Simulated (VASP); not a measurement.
# Te: single point with r2SCAN

Crystal: Te.

```xyz
1
Lattice="-1.9257 1.9257 1.9257 1.9257 -1.9257 1.9257 1.9257 1.9257 -1.9257" Properties=species:S:1:pos:R:3 pbc="T T T"
Te    0.0000    0.0000    0.0000
```

```
Program             : VASP 6.6.1
Task                : single point
Functional          : r2SCAN
Potentials or basis : VASP PAW PBE potentials, release 64 (Te)
Cutoff              : 520 eV
k mesh              : 20 × 20 × 20
Occupations         : gaussian, width 0.1 eV
Spin                : no spin polarisation
```

* Pressure: -0.1 GPa
* Band gap on the k mesh: zero (band 3 reaches 10.78 eV, above the bottom of band 4 at 4.20 eV)

Levels at points of the mesh, in eV from the Fermi level:
```csv
k point,band 1,band 2,band 3,band 4,band 5,band 6,band 7,band 8
"(0.00, 0.00, 0.00)",-14.43,3.09,3.09,3.09,10.26,10.26,10.26,11.01
"(0.50, 0.00, 0.00)",-11.23,-6.15,-0.04,2.14,6.13,6.83,13.90,15.20
"(0.50, 0.50, 0.50)",-8.83,-3.17,-3.17,-3.17,3.43,3.43,18.14,18.78
```

It took 2.8 min on 1 thread of Intel(R) Xeon(R) Platinum 8559C (Emerald Rapids), with other jobs on the host, peak memory 0.21 GiB.

Caveat: the PAW data sets were made with another functional, which shifts forces and pressure a little; spin-orbit coupling is left out, which moves the levels of the heavy elements.
